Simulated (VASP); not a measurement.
# NaF (Villiaumite) (Fm-3m) in VASP: notebook

The runs below take NaF (Villiaumite) through single point, relaxation of cell and atoms, with LDA.

All numbers are computed with VASP 6.6.1; they aren't measurements. Logs are shortened: lines on timing, memory, paths and dates and some standing lists are left out, and cuts for length are marked.

## Step 1: The cell of the first run

The structure is cubic, space group Fm-3m (No. 225). The conventional cell has a = 4.504 Å, b = 4.504 Å, c = 4.504 Å, α = 90.00°, β = 90.00°, γ = 90.00°. Within 3.0 Å of Na (site symmetry m-3m) lie 6 F at 2.25 Å. Within 3.0 Å of F (site symmetry m-3m) lie 6 Na at 2.25 Å.

## Step 2: Single point, LDA

Contents of INCAR:

```
SYSTEM = NaF
  PREC = Accurate
  ENCUT = 520
  EDIFF = 1E-6
  ISMEAR = 0
  SIGMA = 0.02
  LREAL = .False.
  LASPH = .True.
  NELM = 80
  ALGO = Normal
  ISIF = 2
  LWAVE = .False.
  LCHARG = .True.
  LELF = .True.
  LVHAR = .True.
  NBANDS = 14
```

Contents of KPOINTS:

```
Automatic mesh
0
Gamma
  10 10 10
  0 0 0
```

Contents of POSCAR:

```
NaF
1.0
    0.0000000000      2.2518000710      2.2518000710
    2.2518000710      0.0000000000      2.2518000710
    2.2518000710      2.2518000710      0.0000000000
Na F
1 1
Direct
    0.0000000000      0.0000000000      0.0000000000
    0.5000000000      0.5000000000      0.5000000000
```

Potentials or basis: VASP PAW LDA potentials, release 64 (Na_pv, F).

On the command line:

```
cat potpaw_LDA.64/Na_pv/POTCAR potpaw_LDA.64/F/POTCAR > POTCAR
mpirun -np 1 vasp_std > vasp.out
```

OUTCAR:

```text
SYSTEM = NaF
   PREC = Accurate
   ENCUT = 520
   EDIFF = 1E-6
   ISMEAR = 0
   LREAL = .False.
   LASPH = .True.
   NELM = 80
   ISIF = 2

 ion  position               nearest neighbor table
   1  0.000  0.000  0.000-   2 2.25   2 2.25   2 2.25   2 2.25   2 2.25   2 2.25
   2  0.500  0.500  0.500-   1 2.25   1 2.25   1 2.25   1 2.25   1 2.25   1 2.25

  LATTYP: Found a face centered cubic cell.
 ALAT       =     4.5036001420

  Lattice vectors:

 A1 = (   0.0000000000,   2.2518000710,   2.2518000710)
 A2 = (   2.2518000710,   0.0000000000,   2.2518000710)
 A3 = (   2.2518000710,   2.2518000710,   0.0000000000)

Analysis of symmetry for initial positions (statically):
=====================================================================
 Subroutine PRICEL returns:
 Original cell was already a primitive cell.

 Routine SETGRP: Setting up the symmetry group for a
 face centered cubic supercell.

 Subroutine GETGRP returns: Found 48 space group operations
 (whereof 48 operations were pure point group operations)
 out of a pool of 48 trial point group operations.

The static configuration has the point symmetry O_h .

Analysis of symmetry for dynamics (positions and initial velocities):
=====================================================================
 Subroutine PRICEL returns:
 Original cell was already a primitive cell.

 Routine SETGRP: Setting up the symmetry group for a
 face centered cubic supercell.

 Subroutine GETGRP returns: Found 48 space group operations
 (whereof 48 operations were pure point group operations)
 out of a pool of 48 trial point group operations.

The dynamic configuration has the point symmetry O_h .

 Subroutine INISYM returns: Found 48 space group operations
 (whereof 48 operations are pure point group operations),
 and found     1 'primitive' translations

----------------------------------------------------------------------------------------

                                     Primitive cell

  volume of cell :      22.8360

  direct lattice vectors                    reciprocal lattice vectors
     0.000000000  2.251800071  2.251800071    -0.222044580  0.222044580  0.222044580
     2.251800071  0.000000000  2.251800071     0.222044580 -0.222044580  0.222044580
     2.251800071  2.251800071  0.000000000     0.222044580  0.222044580 -0.222044580

  length of vectors
     3.184526200  3.184526200  3.184526200     0.384592493  0.384592493  0.384592493

  position of ions in fractional coordinates (direct lattice)
     0.000000000  0.000000000  0.000000000
     0.500000000  0.500000000  0.500000000

  ion indices of the primitive-cell ions
   primitive index   ion index
                 1           1
                 2           2

----------------------------------------------------------------------------------------

 KPOINTS: Automatic mesh

Automatic generation of k-mesh.
 Grid dimensions read from file:
 generate k-points for:   10   10   10

 Generating k-lattice:

  Cartesian coordinates                     Fractional coordinates (reciprocal lattice)
    -0.022204458  0.022204458  0.022204458     0.100000000  0.000000000  0.000000000
     0.022204458 -0.022204458  0.022204458     0.000000000  0.100000000  0.000000000
     0.022204458  0.022204458 -0.022204458     0.000000000  0.000000000  0.100000000

  Length of vectors
     0.038459249  0.038459249  0.038459249

  Shift w.r.t. Gamma in fractional coordinates (k-lattice)
     0.000000000  0.000000000  0.000000000

 Subroutine IBZKPT returns following result:
 ===========================================

 Found     47 irreducible k-points:

 Following reciprocal coordinates:
            Coordinates               Weight
  0.000000  0.000000  0.000000      1.000000
  0.100000  0.000000  0.000000      8.000000
  0.200000  0.000000  0.000000      8.000000
  0.300000  0.000000  0.000000      8.000000
  0.400000  0.000000  0.000000      8.000000
  0.500000  0.000000  0.000000      4.000000
[... 16 lines left out ...]
  0.300000  0.300000  0.000000      6.000000
  0.400000  0.300000  0.000000     24.000000
 [... further k-points ...]
   k-points           NKPTS =     47   k-points in BZ     NKDIM =     47   number of bands    NBANDS=     14
   number of dos      NEDOS =    301   number of ions     NIONS =      2
   total plane-waves  NPLWV =  13824
   dimension x,y,z NGX =    24 NGY =   24 NGZ =   24
   dimension x,y,z NGXF=    48 NGYF=   48 NGZF=   48
   ions per type =               1   1
   NGX,Y,Z   is equivalent  to a cutoff of  12.53, 12.53, 12.53 a.u.
   NGXF,Y,Z  is equivalent  to a cutoff of  25.06, 25.06, 25.06 a.u.
 SYSTEM =  NaF
   PREC   = accura    normal or accurate (medium, high low for compatibility)
   ISTART =      0    job   : 0-new  1-cont  2-samecut
   ICHARG =      2    charge: 1-file 2-atom 10-const
   ISPIN  =      1    spin polarized calculation?
   LNONCOLLINEAR =      F non collinear calculations
   LSORBIT =      F    spin-orbit coupling
   LASPH  =      T    aspherical Exc in radial PAW
   ENCUT  =  520.0 eV  38.22 Ry    6.18 a.u.   5.92  5.92  5.92*2*pi/ulx,y,z
   NELM   =     80;   NELMIN=  2; NELMDL= -5     # of ELM steps
   EDIFF  = 0.1E-05   stopping-criterion for ELM
   LREAL  =      F    real-space projection
   EDIFFG = 0.1E-04   stopping-criterion for IOM
   NSW    =      0    number of steps for IOM
   IBRION =     -1    ionic relax: 0-MD 1-quasi-New 2-CG
   NFREE  =      0    steps in history (QN), initial steepest desc. (CG)
   ISIF   =      2    stress and relaxation
   ISYM   =      2    0-nonsym 1-usesym 2-fastsym
   POTIM  = 0.5000    time-step for ionic-motion
   TEBEG  =    0.0;   TEEND  =   0.0 temperature during run
   PSTRESS=    0.0 pullay stress
   NELECT =      14.0000    total number of electrons
   NUPDOWN=      -1.0000    fix difference up-down
   EMIN   =  10.00;   EMAX   =-10.00  energy-range for DOS
   EFERMI =   0.00;   METHOD = LEGACY
   ISMEAR =     0;   SIGMA  =   0.02  broadening in eV -4-tet -1-fermi 0-gaus
   EFERMI_NEDOS =   21; number of points for ismear=-14 and -15
   IALGO  =     38    algorithm
   IMIX   =      4    mixing-type and parameters
     AMIX     =   0.40;   BMIX     =  1.00
     AMIX_MAG =   1.60;   BMIX_MAG =  1.00
  volume/ion in A,a.u.               =      11.42        77.05
  Fermi-wavevector in a.u.,A,eV,Ry     =   1.390735  2.628108 26.315620  1.934144
  Thomas-Fermi vector in A             =   2.514641
   LORBIT       =      0    0 simple, 1 ext, 2 COOP (PROOUT), +10 PAW based schemes
   GGA     = CA    functional components
   LHFCALC =     F    Hartree Fock is set to
   AEXX    =    0.0000 exact exchange contribution
   IVDW    =     0    specifies the selected vdW correction
   LEPSILON=     F    determine dielectric tensor
   LRPA    =     F    only Hartree local field effects (RPA)
 non-spin polarized calculation
 Gauss-broadening in eV      SIGMA  =   0.02
  energy-cutoff  :      520.00
  volume of cell :       22.84
 maximum number of plane-waves:       636
   NGX = 11   NGY = 11   NGZ = 11

 number of electron      14.0000021 magnetization

 Free energy of the ion-electron system (eV)
  ---------------------------------------------------
  ext. energy  EPLUGINS =         0.00000000
  ---------------------------------------------------
  free energy    TOTEN  =        -9.33260472 eV

  energy without entropy =       -9.33260472  energy(sigma->0) =       -9.33260472

 E-fermi :  -1.8792     XC(G=0): -10.3811

 val. band max:       -2.1143401941   @ k =   0.0000   0.0000   0.0000
 cond. band min:       4.3177802599   @ k =   0.0000   0.0000   0.0000
 fundamental gap:      6.4321204540
 Fermi energy:        -1.8792435874

 k-point     1 :       0.0000    0.0000    0.0000
  band No.  band energies     occupation
      1     -21.0359      2.00000
      2     -20.6370      2.00000
      3     -20.6370      2.00000
      4     -20.6370      2.00000
      5      -2.1143      2.00000
      6      -2.1143      2.00000
      7      -2.1143      2.00000
      8       4.3178      0.00000
      9      17.0105      0.00000
     10      17.0105      0.00000
     11      17.0105      0.00000
     12      20.0061      0.00000
     13      22.3334      0.00000
     14      22.3334      0.00000

 k-point     2 :       0.1000    0.0000    0.0000
  band No.  band energies     occupation
      1     -21.1926      2.00000
      2     -20.6385      2.00000
      3     -20.6385      2.00000
      4     -20.4622      2.00000
      5      -2.3471      2.00000
      6      -2.1452      2.00000
      7      -2.1452      2.00000
      8       4.7038      0.00000
      9      15.6885      0.00000
     10      17.1909      0.00000
     11      17.1909      0.00000
     12      21.5675      0.00000
     13      21.9736      0.00000
     14      21.9736      0.00000

 k-point     3 :       0.2000    0.0000    0.0000
  band No.  band energies     occupation
      1     -21.4201      2.00000
      2     -20.6426      2.00000
      3     -20.6426      2.00000
      4     -20.1867      2.00000
      5      -2.8789      2.00000
      6      -2.2253      2.00000
      7      -2.2253      2.00000
      8       5.6800      0.00000
      9      13.9120      0.00000
     10      17.6554      0.00000
     11      17.6554      0.00000
     12      21.3863      0.00000
     13      21.3863      0.00000
     14      23.0617      0.00000
[... 324 lines left out ...]
 k-point    23 :       0.3000    0.3000    0.0000
  band No.  band energies     occupation
      1     -21.3436      2.00000
      2     -20.6862      2.00000
      3     -20.6862      2.00000
      4     -20.1879      2.00000
      5      -3.3598      2.00000
      6      -2.4308      2.00000
      7      -2.4308      2.00000
      8       7.7509      0.00000
      9      12.1469      0.00000
     10      16.2582      0.00000
     11      17.9260      0.00000
     12      17.9260      0.00000
     13      24.6680      0.00000
     14      24.7277      0.00000

 k-point    24 :       0.4000    0.3000    0.0000
  band No.  band energies     occupation
      1     -21.3084      2.00000
      2     -20.7052      2.00000
      3     -20.6937      2.00000
      4     -20.2022      2.00000
      5      -3.4825      2.00000
      6      -2.5578      2.00000
      7      -2.4914      2.00000
      8       8.7780      0.00000
      9      11.6187      0.00000
     10      15.1056      0.00000
     11      18.0708      0.00000
     12      18.1160      0.00000
     13      24.3828      0.00000
     14      25.1593      0.00000

 [... further k-points ...]

------------------------ aborting loop because EDIFF is reached ----------------------------------------

  FORCE on cell =-STRESS in cart. coord.  units (eV):
  Direction    XX          YY          ZZ          XY          YZ          ZX
  --------------------------------------------------------------------------------------
  -------------------------------------------------------------------------------------
  Total       -0.0092100     -0.0092100     -0.0092100      0.0000000      0.0000000      0.0000000
  in kB       -0.6461727     -0.6461727     -0.6461727      0.0000000      0.0000000      0.0000000
  external PRESSURE =      -0.6461727 kB  Pullay stress =       0.0000000 kB

 VOLUME and BASIS-vectors are now :
 -----------------------------------------------------------------------------
  energy-cutoff  :      520.00
  volume of cell :       22.84
      direct lattice vectors                 reciprocal lattice vectors
     0.000000000  2.251800071  2.251800071    -0.222044580  0.222044580  0.222044580
     2.251800071  0.000000000  2.251800071     0.222044580 -0.222044580  0.222044580
     2.251800071  2.251800071  0.000000000     0.222044580  0.222044580 -0.222044580

 POSITION                                       TOTAL-FORCE (eV/Angst)
 -----------------------------------------------------------------------------------
      0.00000      0.00000      0.00000         0.000000      0.000000      0.000000
      2.25180      2.25180      2.25180        -0.000000     -0.000000     -0.000000
 -----------------------------------------------------------------------------------
    total drift:                                0.000000     -0.000000      0.000000

  FREE ENERGIE OF THE ION-ELECTRON SYSTEM (eV)
  ---------------------------------------------------
  free  energy   TOTEN  =        -9.3326047239 eV

  energy  without entropy=       -9.3326047239  energy(sigma->0) =       -9.33260472
```

Wall time 4.2 s (1 thread of Intel Xeon 6975P-C (Granite Rapids), shared host); peak memory 0.13 GiB.

Results:

| Quantity | Value |
| --- | --- |
| Free energy | -9.3326 eV |
| Pressure | -0.1 GPa |
| Band gap on the k mesh | 6.43 eV, direct |

A k mesh can miss the band edges. LDA gaps usually lie below the measured ones, often by a third to a half.

## Step 3: Single point, LDA

Changes to INCAR since step 2:

```diff
@@ -5,3 +5,3 @@
   ISMEAR = 0
-  SIGMA = 0.02
+  SIGMA = 0.01
   LREAL = .False.
@@ -13,2 +13,3 @@
   LCHARG = .True.
+  GGA = CA
   LELF = .True.
```

KPOINTS is that of step 2.

Contents of POSCAR:

```
NaF
1.0
    0.0000000000      2.2513375223      2.2513375223
    2.2513375223      0.0000000000      2.2513375223
    2.2513375223      2.2513375223      0.0000000000
Na F
1 1
Direct
    0.0000000000      0.0000000000      0.0000000000
    0.5000000000      0.5000000000      0.5000000000
```

Potentials or basis: VASP PAW LDA potentials, release 64 (Na_pv, F).

On the command line:

```
cat potpaw_LDA.64/Na_pv/POTCAR potpaw_LDA.64/F/POTCAR > POTCAR
mpirun -np 1 vasp_std > vasp.out
```

Wall time 4.1 s (1 thread of Intel Xeon 6975P-C (Granite Rapids), shared host); peak memory 0.13 GiB.

Results (log left out):

```yaml
Free_energy: -9.3326 eV
Pressure: 0.0 GPa
Band_gap_on_the_k_mesh: 6.44 eV, direct
```

Levels at points of the mesh, in eV from the valence-band top:
| k point | band 5 | band 6 | band 7 | band 8 | band 9 | band 10 |
| --- | --- | --- | --- | --- | --- | --- |
| (0.00, 0.00, 0.00) | 0.00 | 0.00 | 0.00 | 6.44 | 19.13 | 19.13 |
| (0.50, 0.00, 0.00) | -1.87 | -0.32 | -0.32 | 10.91 | 12.83 | 20.60 |
| (0.50, 0.50, 0.00) | -1.47 | -0.46 | -0.46 | 13.11 | 13.47 | 14.11 |

A k mesh can miss the band edges.

[end of part 1 of 2]
